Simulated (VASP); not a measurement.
A run of VASP 6.6.1 is set up as follows.

File INCAR:

```
  PREC = Accurate
  ENCUT = 520
  EDIFF = 1E-7
  ISMEAR = -1
  SIGMA = 0.05
  LREAL = F
  LASPH = T
  NELM = 60
  ALGO = Normal
  ISIF = 2
  LWAVE = F
  LCHARG = F
  NBANDS = 19
```

KPOINTS

```
regular mesh
0
Gamma
  7 7 7
```

File POSCAR:

```
SrCl2
1.0
    0.0000000000      3.4412043558      3.4412043558
    3.4412043558      0.0000000000      3.4412043558
    3.4412043558      3.4412043558      0.0000000000
Sr Cl
1 2
Direct
    0.0000000000      0.0000000000      0.0000000000
    0.7500000000      0.7500000000      0.7500000000
    0.2500000000      0.2500000000      0.2500000000
```

Potentials or basis: VASP PAW LDA potentials, release 64 (Sr_sv, Cl).

The run is started by

```bash
$ cat potpaw_LDA.64/Sr_sv/POTCAR potpaw_LDA.64/Cl/POTCAR > POTCAR
$ mpirun -np 1 vasp_std > vasp.out
```

(1) Estimate the band gap on the k mesh.

(2) Predict the pressure.

## Answers

(1) 5.08 eV (least direct gap 5.35 eV).

(2) -1.3 GPa.

Caveat: an odd mesh through Γ misses points on the zone boundary, where band edges can lie.
